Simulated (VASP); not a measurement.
# Li (P1) in VASP: notebook

Li is run at these levels: PBE; tasks: single point.

Program: VASP 6.6.1. These are calculated values, not measurements. Logs are shortened: lines on timing, memory, paths and dates and some standing lists are left out, and cuts for length are marked.

### Step 1. The cell of the first run

The typed cell holds 16 atoms: a = 7.313 Å, b = 7.313 Å, c = 7.313 Å, α = 90.00°, β = 90.00°, γ = 90.00°.

### Step 2. Single point, PBE

File INCAR:

```
  PREC = Accurate
  ENCUT = 520
  EDIFF = 1E-7
  ISMEAR = -1
  SIGMA = 0.16
  LREAL = Auto
  LASPH = T
  NELM = 60
  ALGO = Normal
  ISIF = 2
  LWAVE = F
  LCHARG = F
  GGA = PE
  NBANDS = 38
```

File KPOINTS:

```
regular mesh
0
Gamma
  2 2 2
```

File POSCAR:

```
Li
1.0
    7.3128730000      0.0000000000      0.0000000000
    0.0000000000      7.3128730000      0.0000000000
    0.0000000000      0.0000000000      7.3128730000
Li
16
Direct
    0.0400389833      0.0231783049     -0.0304668220
    0.5062989608      0.1092046860     -0.0351708556
   -0.0132779552      0.4479498003     -0.0265832594
   -0.0884604450     -0.0230825833      0.4251543819
    0.2013982740      0.1788216478      0.2281456276
    0.4481822671      0.5018410685      0.1347760313
    0.6069433997     -0.0172162158      0.4063245731
    0.7746066423      0.2550570754      0.1836487520
    0.0416935998      0.4803994271      0.4366273009
    0.3001146061      0.7995489598      0.2714528203
    0.3251252962      0.2937559561      0.7400784890
    0.5456542183      0.4950995320      0.4922142091
    0.7760561410      0.6906314386      0.2005231049
    0.7756048820      0.2392219857      0.7160797131
    0.2715758909      0.7546281742      0.8084100462
    0.8370991811      0.6838488785      0.7043333038
```

Potentials or basis: VASP PAW PBE potentials, release 64 (Li_sv).

Launch:

```console
$ cat potpaw_PBE.64/Li_sv/POTCAR > POTCAR
$ mpirun -np 1 vasp_std > vasp.out
```

OUTCAR:

```text
PREC = Accurate
   ENCUT = 520
   EDIFF = 1E-7
   ISMEAR = -1
   LREAL = Auto
   LASPH = T
   NELM = 60
   ISIF = 2
   GGA = PE

 ion  position               nearest neighbor table
   1  0.040  0.023  0.970-   5 2.50
   2  0.506  0.109  0.965-  11 2.51
   3  0.987  0.448  0.973-   8 2.60
   4  0.912  0.977  0.425-   7 2.23
   5  0.201  0.179  0.228-   1 2.50
   6  0.448  0.502  0.135-
   7  0.607  0.983  0.406-   4 2.23
   8  0.775  0.255  0.184-   3 2.60
   9  0.042  0.480  0.437-
  10  0.300  0.800  0.271-
  11  0.325  0.294  0.740-   2 2.51
  12  0.546  0.495  0.492-
  13  0.776  0.691  0.201-
  14  0.776  0.239  0.716-
  15  0.272  0.755  0.808-
  16  0.837  0.684  0.704-

  LATTYP: Found a simple cubic cell.
 ALAT       =     7.3128730000

  Lattice vectors:

 A1 = (   7.3128730000,   0.0000000000,   0.0000000000)
 A2 = (   0.0000000000,   7.3128730000,   0.0000000000)
 A3 = (   0.0000000000,   0.0000000000,   7.3128730000)

Analysis of symmetry for initial positions (statically):
=====================================================================
 Subroutine PRICEL returns:
 Original cell was already a primitive cell.

 Routine SETGRP: Setting up the symmetry group for a
 simple cubic supercell.

 Subroutine GETGRP returns: Found  1 space group operations
 (whereof  1 operations were pure point group operations)
 out of a pool of 48 trial point group operations.

The static configuration has the point symmetry C_1 .

Analysis of symmetry for dynamics (positions and initial velocities):
=====================================================================
 Subroutine PRICEL returns:
 Original cell was already a primitive cell.

 Routine SETGRP: Setting up the symmetry group for a
 simple cubic supercell.

 Subroutine GETGRP returns: Found  1 space group operations
 (whereof  1 operations were pure point group operations)
 out of a pool of 48 trial point group operations.

The dynamic configuration has the point symmetry C_1 .

 Subroutine INISYM returns: Found  1 space group operations
 (whereof  1 operations are pure point group operations),
 and found     1 'primitive' translations

----------------------------------------------------------------------------------------

                                     Primitive cell

  volume of cell :     391.0786

  direct lattice vectors                    reciprocal lattice vectors
     7.312873000  0.000000000  0.000000000     0.136745162  0.000000000  0.000000000
     0.000000000  7.312873000  0.000000000     0.000000000  0.136745162  0.000000000
     0.000000000  0.000000000  7.312873000     0.000000000  0.000000000  0.136745162

  length of vectors
     7.312873000  7.312873000  7.312873000     0.136745162  0.136745162  0.136745162

  position of ions in fractional coordinates (direct lattice)
     0.040038983  0.023178305  0.969533178
     0.506298961  0.109204686  0.964829144
     0.986722045  0.447949800  0.973416741
     0.911539555  0.976917417  0.425154382
     0.201398274  0.178821648  0.228145628
     0.448182267  0.501841068  0.134776031
[... 8 lines left out ...]
     0.271575891  0.754628174  0.808410046
     0.837099181  0.683848879  0.704333304

  ion indices of the primitive-cell ions
   primitive index   ion index
                 1           1
                 2           2
                 3           3
                 4           4
                 5           5
                 6           6
[... 8 lines left out ...]
                15          15
                16          16

----------------------------------------------------------------------------------------

 KPOINTS: regular mesh

Automatic generation of k-mesh.
 Grid dimensions read from file:
 generate k-points for:    2    2    2

 Generating k-lattice:

  Cartesian coordinates                     Fractional coordinates (reciprocal lattice)
     0.068372581  0.000000000  0.000000000     0.500000000  0.000000000  0.000000000
     0.000000000  0.068372581  0.000000000     0.000000000  0.500000000  0.000000000
     0.000000000  0.000000000  0.068372581     0.000000000  0.000000000  0.500000000

  Length of vectors
     0.068372581  0.068372581  0.068372581

  Shift w.r.t. Gamma in fractional coordinates (k-lattice)
     0.000000000  0.000000000  0.000000000

 Subroutine IBZKPT returns following result:
 ===========================================

 Found      8 irreducible k-points:

 Following reciprocal coordinates:
            Coordinates               Weight
  0.000000  0.000000  0.000000      1.000000
  0.500000  0.000000  0.000000      1.000000
  0.000000  0.500000  0.000000      1.000000
  0.000000  0.000000  0.500000      1.000000
  0.500000  0.500000  0.000000      1.000000
  0.000000  0.500000  0.500000      1.000000
  0.500000  0.000000  0.500000      1.000000
  0.500000  0.500000  0.500000      1.000000
   k-points           NKPTS =      8   k-points in BZ     NKDIM =      8   number of bands    NBANDS=     38
   number of dos      NEDOS =    301   number of ions     NIONS =     16
   total plane-waves  NPLWV = 157464
   dimension x,y,z NGX =    54 NGY =   54 NGZ =   54
   dimension x,y,z NGXF=   108 NGYF=  108 NGZF=  108
   ions per type =              16
   NGX,Y,Z   is equivalent  to a cutoff of  12.28, 12.28, 12.28 a.u.
   NGXF,Y,Z  is equivalent  to a cutoff of  24.55, 24.55, 24.55 a.u.
 SYSTEM =  unknown system
   PREC   = accura    normal or accurate (medium, high low for compatibility)
   ISTART =      0    job   : 0-new  1-cont  2-samecut
   ICHARG =      2    charge: 1-file 2-atom 10-const
   ISPIN  =      1    spin polarized calculation?
   LNONCOLLINEAR =      F non collinear calculations
   LSORBIT =      F    spin-orbit coupling
   LASPH  =      T    aspherical Exc in radial PAW
   ENCUT  =  520.0 eV  38.22 Ry    6.18 a.u.  13.60 13.60 13.60*2*pi/ulx,y,z
   NELM   =     60;   NELMIN=  2; NELMDL= -5     # of ELM steps
   EDIFF  = 0.1E-06   stopping-criterion for ELM
   LREAL  =      T    real-space projection
   EDIFFG = 0.1E-05   stopping-criterion for IOM
   NSW    =      0    number of steps for IOM
   IBRION =     -1    ionic relax: 0-MD 1-quasi-New 2-CG
   NFREE  =      0    steps in history (QN), initial steepest desc. (CG)
   ISIF   =      2    stress and relaxation
   ISYM   =      2    0-nonsym 1-usesym 2-fastsym
   POTIM  = 0.5000    time-step for ionic-motion
   TEBEG  =    0.0;   TEEND  =   0.0 temperature during run
   PSTRESS=    0.0 pullay stress
   NELECT =      48.0000    total number of electrons
   NUPDOWN=      -1.0000    fix difference up-down
   EMIN   =  10.00;   EMAX   =-10.00  energy-range for DOS
   EFERMI =   0.00;   METHOD = LEGACY
   ISMEAR =    -1;   SIGMA  =   0.16  broadening in eV -4-tet -1-fermi 0-gaus
   EFERMI_NEDOS =   21; number of points for ismear=-14 and -15
   IALGO  =     38    algorithm
   IMIX   =      4    mixing-type and parameters
     AMIX     =   0.40;   BMIX     =  1.00
     AMIX_MAG =   1.60;   BMIX_MAG =  1.00
  volume/ion in A,a.u.               =      24.44       164.95
  Fermi-wavevector in a.u.,A,eV,Ry     =   0.813581  1.537444  9.005877  0.661913
  Thomas-Fermi vector in A             =   1.923332
   LORBIT       =      0    0 simple, 1 ext, 2 COOP (PROOUT), +10 PAW based schemes
   GGA     = PE    functional components
   LHFCALC =     F    Hartree Fock is set to
   AEXX    =    0.0000 exact exchange contribution
   IVDW    =     0    specifies the selected vdW correction
   LEPSILON=     F    determine dielectric tensor
   LRPA    =     F    only Hartree local field effects (RPA)
 non-spin polarized calculation
  energy-cutoff  :      520.00
  volume of cell :      391.08
 maximum number of plane-waves:     10568
   NGX = 27   NGY = 27   NGZ = 27

 number of electron      47.9999991 magnetization

 Free energy of the ion-electron system (eV)
  ---------------------------------------------------
  ext. energy  EPLUGINS =         0.00000000
  ---------------------------------------------------
  free energy    TOTEN  =       -28.05578379 eV

  energy without entropy =      -27.27701502  energy(sigma->0) =      -27.66639941

 E-fermi :  -0.0287     XC(G=0):  -6.5552

 val. band max:       -0.0302245113   @ k =   0.5000   0.0000   0.5000
 cond. band min:       0.0002521847   @ k =   0.5000   0.5000   0.0000
 fundamental gap:      0.0304766960
 Fermi energy:        -0.0286955645

 k-point     1 :       0.0000    0.0000    0.0000
  band No.  band energies     occupation
      1     -47.2923      2.00000
      2     -47.0651      2.00000
      3     -47.0211      2.00000
      4     -46.9486      2.00000
      5     -46.9005      2.00000
      6     -46.8744      2.00000
[... 28 lines left out ...]
     35       2.5066      0.00000
     36       3.0017      0.00000

 k-point     2 :       0.5000    0.0000    0.0000
  band No.  band energies     occupation
      1     -47.2923      2.00000
      2     -47.0651      2.00000
      3     -47.0211      2.00000
      4     -46.9486      2.00000
      5     -46.9006      2.00000
      6     -46.8745      2.00000
[... 28 lines left out ...]
     35       2.9264      0.00000
     36       2.9955      0.00000

 k-point     3 :       0.0000    0.5000    0.0000
  band No.  band energies     occupation
      1     -47.2923      2.00000
      2     -47.0651      2.00000
      3     -47.0211      2.00000
      4     -46.9486      2.00000
      5     -46.9005      2.00000
      6     -46.8745      2.00000
[... 28 lines left out ...]
     35       2.7540      0.00000
     36       2.8620      0.00000
[... 118 lines left out ...]
 k-point     7 :       0.5000    0.0000    0.5000
  band No.  band energies     occupation
      1     -47.2923      2.00000
      2     -47.0651      2.00000
      3     -47.0211      2.00000
      4     -46.9486      2.00000
      5     -46.9006      2.00000
      6     -46.8745      2.00000
[... 28 lines left out ...]
     35       3.2014      0.00000
     36       3.3260      0.00000

 k-point     8 :       0.5000    0.5000    0.5000
  band No.  band energies     occupation
      1     -47.2923      2.00000
      2     -47.0651      2.00000
      3     -47.0211      2.00000
      4     -46.9486      2.00000
      5     -46.9006      2.00000
      6     -46.8745      2.00000
[... 28 lines left out ...]
     35       2.8107      0.00000
     36       2.8772      0.00000
 [bands above 36 left out]

------------------------ aborting loop because EDIFF is reached ----------------------------------------

  FORCE on cell =-STRESS in cart. coord.  units (eV):
  Direction    XX          YY          ZZ          XY          YZ          ZX
  --------------------------------------------------------------------------------------
  -------------------------------------------------------------------------------------
  Total       -0.5138759     -1.5673113     -2.4135626     -0.3494435      0.2329160      0.7092434
  in kB       -2.1052551     -6.4209863     -9.8879227     -1.4316056      0.9542141      2.9056399
  external PRESSURE =      -6.1380547 kB  Pullay stress =       0.0000000 kB

 VOLUME and BASIS-vectors are now :
 -----------------------------------------------------------------------------
  energy-cutoff  :      520.00
  volume of cell :      391.08
      direct lattice vectors                 reciprocal lattice vectors
     7.312873000  0.000000000  0.000000000     0.136745162  0.000000000  0.000000000
     0.000000000  7.312873000  0.000000000     0.000000000  0.136745162  0.000000000
     0.000000000  0.000000000  7.312873000     0.000000000  0.000000000  0.136745162

 POSITION                                       TOTAL-FORCE (eV/Angst)
 -----------------------------------------------------------------------------------
      0.29280      0.16950      7.09007        -0.369921     -0.241421     -0.191467
      3.70250      0.79860      7.05567         0.183770     -0.612293      0.386543
      7.21577      3.27580      7.11847         0.544353      0.110757     -0.008205
      6.66597      7.14407      3.10910         1.213393     -0.009298      0.212598
      1.47280      1.30770      1.66840         0.348269      0.389076      0.296410
      3.27750      3.66990      0.98560        -0.104161     -0.379353     -0.548086
[... 8 lines left out ...]
      1.98600      5.51850      5.91180         0.145178     -0.105514     -0.200699
      6.12160      5.00090      5.15070        -0.256008      0.264372      0.107078
 -----------------------------------------------------------------------------------
    total drift:                               -0.001639     -0.010975     -0.003736

  FREE ENERGIE OF THE ION-ELECTRON SYSTEM (eV)
  ---------------------------------------------------
  free  energy   TOTEN  =       -28.0557837904 eV

  energy  without entropy=      -27.2770150221  energy(sigma->0) =      -27.66639941
```

Run time: 2.4 min. Hardware: 1 thread of Intel Xeon Platinum 8488C (Sapphire Rapids), shared host; peak memory 0.37 GiB.

Results:

- Free energy: -28.0558 eV
- Largest force: 1.232 eV/Å
- Band gap on the k mesh: zero (bands 24 and 25 overlap by 0.64 eV)

Forces in eV/Å, atoms in the order of the input:
```
Li  -0.370 -0.241 -0.191
Li   0.184 -0.612  0.387
Li   0.544  0.111 -0.008
Li   1.213 -0.009  0.213
Li   0.348  0.389  0.296
Li  -0.104 -0.379 -0.548
Li  -1.109  0.152  0.208
Li  -0.084  0.077  0.300
Li   0.050 -0.012  0.003
Li  -0.369  0.005  0.019
Li  -0.520  0.092 -0.262
Li   0.118  0.015 -0.025
Li   0.092  0.207 -0.168
Li   0.117  0.047 -0.131
Li   0.145 -0.106 -0.201
Li  -0.256  0.264  0.107
```

Levels at points of the mesh, in eV from the Fermi level:
```csv
k point,band 21,band 22,band 23,band 24,band 25,band 26,band 27,band 28
"(0.00, 0.00, 0.00)",-0.94,-0.83,-0.71,0.39,0.41,0.50,0.59,0.68
"(0.50, 0.00, 0.00)",-0.49,-0.43,-0.38,-0.35,-0.20,-0.18,0.93,0.99
"(0.00, 0.50, 0.00)",-0.55,-0.48,-0.43,-0.37,-0.22,-0.01,0.95,1.09
"(0.00, 0.00, 0.50)",-0.56,-0.47,-0.41,-0.26,-0.25,-0.16,0.88,1.08
"(0.50, 0.50, 0.00)",-0.24,-0.10,0.03,0.05,0.20,0.23,0.37,0.49
"(0.00, 0.50, 0.50)",-0.30,-0.14,-0.03,-0.01,0.17,0.31,0.45,0.53
"(0.50, 0.00, 0.50)",-0.26,-0.17,-0.08,0.00,0.16,0.21,0.41,0.65
"(0.50, 0.50, 0.50)",-1.52,-1.38,-1.27,-1.13,1.68,1.77,1.80,1.92
```

Caveat: the k points lie up to 0.43 Å⁻¹ apart, too coarse for converged energies and pressures of a metal; the cutoff is under 1.25 times the usual one of these potentials, so pressure, stress and relaxed cells hold a basis-set (Pulay) error; forces of over 1 eV/Å act on the atoms, so gaps and moduli don't describe the material at rest.

### Step 3. Single point, PBE

INCAR, as its differences from that of step 2:

```diff
@@ -2,3 +2,3 @@
   ENCUT = 520
-  EDIFF = 1E-7
+  EDIFF = 1E-6
   ISMEAR = -1
```

File KPOINTS:

```
Automatic mesh
0
Gamma
  2 2 2
```

File POSCAR:

```
Li
1.0
    7.3128730000      0.0000000000      0.0000000000
    0.0000000000      7.3128730000      0.0000000000
    0.0000000000      0.0000000000      7.3128730000
Li
16
Direct
    0.0134147004      0.0084371765     -0.0477514104
    0.6774902285      0.0819240263     -0.0589098156
    0.0453720446      0.4246620993     -0.1298668800
   -0.0690289576      0.0399432617      0.4360939948
    0.2401655273      0.1880656207      0.2163445201
    0.4757911152      0.5103739666      0.0498162624
    0.6277560133     -0.0072201445      0.3840761353
    0.8657746415      0.3356273246      0.1833205636
    0.1213476564      0.4401416516      0.4985455101
    0.2142112956      0.8419946579      0.2681162383
    0.2769226267      0.2336427831      0.7354428280
    0.6308738029      0.3596944730      0.4297353448
    0.7901408926      0.6886486337      0.1694272552
    0.8492148024      0.1673350542      0.6518778598
    0.2031759611      0.7465875587      0.8135516643
    0.6936945302      0.6865837818      0.6288909981
```

Potentials or basis: VASP PAW PBE potentials, release 64 (Li_sv).

Launch:

```console
$ cat potpaw_PBE.64/Li_sv/POTCAR > POTCAR
$ mpirun -np 1 vasp_std > vasp.out
```

OUTCAR:

```text
PREC = Accurate
   ENCUT = 520
   EDIFF = 1E-6
   ISMEAR = -1
   LREAL = Auto
   LASPH = T
   NELM = 60
   ISIF = 2
   GGA = PE

 ion  position               nearest neighbor table
   1  0.013  0.008  0.952-   2 2.52  15 2.57
   2  0.677  0.082  0.941-   1 2.52  14 2.54
   3  0.045  0.425  0.870-  11 2.41
   4  0.931  0.040  0.436-  14 1.93   7 2.28
   5  0.240  0.188  0.216-  10 2.57
   6  0.476  0.510  0.050-
   7  0.628  0.993  0.384-   4 2.28
   8  0.866  0.336  0.183-  12 2.50
   9  0.121  0.440  0.499-  11 2.56
[... 527 lines left out ...]
  Total        0.2907616      1.1178787     -0.7302249     -1.6870804      0.9296821     -1.3655615
  in kB        1.1911969      4.5797435     -2.9915971     -6.9116586      3.8087367     -5.5944547
  external PRESSURE =       0.9264478 kB  Pullay stress =       0.0000000 kB

 VOLUME and BASIS-vectors are now :
 -----------------------------------------------------------------------------
  energy-cutoff  :      520.00
  volume of cell :      391.08
      direct lattice vectors                 reciprocal lattice vectors
     7.312873000  0.000000000  0.000000000     0.136745162  0.000000000  0.000000000
     0.000000000  7.312873000  0.000000000     0.000000000  0.136745162  0.000000000
     0.000000000  0.000000000  7.312873000     0.000000000  0.000000000  0.136745162

 POSITION                                       TOTAL-FORCE (eV/Angst)
 -----------------------------------------------------------------------------------
      0.09810      0.06170      6.96367         0.080924      0.047164      0.297830
      4.95440      0.59910      6.88207        -0.830742     -0.055321      0.338934
      0.33180      3.10550      6.36317        -0.631041      0.205613      0.477227
      6.80807      0.29210      3.18910         1.315003     -0.724413     -1.045327
      1.75630      1.37530      1.58210         0.271957      0.439039     -0.170669
      3.47940      3.73230      0.36430        -0.203160     -0.165770     -0.119143
[... 8 lines left out ...]
      1.48580      5.45970      5.94940         0.326788      0.102365     -0.340781
      5.07290      5.02090      4.59900         0.260316      0.098960      0.279284
 -----------------------------------------------------------------------------------
    total drift:                               -0.018135      0.009775     -0.005799

  FREE ENERGIE OF THE ION-ELECTRON SYSTEM (eV)
  ---------------------------------------------------
  free  energy   TOTEN  =       -26.7557135613 eV

  energy  without entropy=      -26.0496030574  energy(sigma->0) =      -26.40265831
```

stdout:

```text
POSCAR found type information on POSCAR Li
 POSCAR found :  1 types and      16 ions
 scaLAPACK will be used
 LDA part: xc-table for (Slater+PW92), standard interpolation
 POSCAR, INCAR and KPOINTS ok, starting setup
 FFT: planning ... GRIDC
 FFT: planning ... GRID_SOFT
 FFT: planning ... GRID
 WAVECAR not read
 entering main loop
```

Wall time 2.1 min (1 thread of Intel Xeon Platinum 8488C (Sapphire Rapids), shared host); peak memory 0.37 GiB.

What came out:

* Free energy: -26.7557 eV
* Largest force: 1.829 eV/Å
* Band gap on the k mesh: zero (bands 24 and 25 overlap by 0.52 eV)

Forces in eV/Å, atoms in the order of the input:
```
Li   0.081  0.047  0.298
Li  -0.831 -0.055  0.339
Li  -0.631  0.206  0.477
Li   1.315 -0.724 -1.045
Li   0.272  0.439 -0.171
Li  -0.203 -0.166 -0.119
Li  -1.061 -0.184 -0.362
Li   0.230 -0.434 -0.070
Li  -0.253  0.408 -0.479
Li   0.128 -0.690  0.044
Li   0.740 -0.695 -0.118
Li  -0.548  0.220  0.135
Li   0.335  0.439  0.023
Li  -0.160  0.988  1.109
Li   0.327  0.102 -0.341
Li   0.260  0.099  0.279
```

Caveat: the k points lie up to 0.43 Å⁻¹ apart, too coarse for converged energies and pressures of a metal; the cutoff is under 1.25 times the usual one of these potentials, so pressure, stress and relaxed cells hold a basis-set (Pulay) error; forces of over 1 eV/Å act on the atoms, so gaps and moduli don't describe the material at rest.
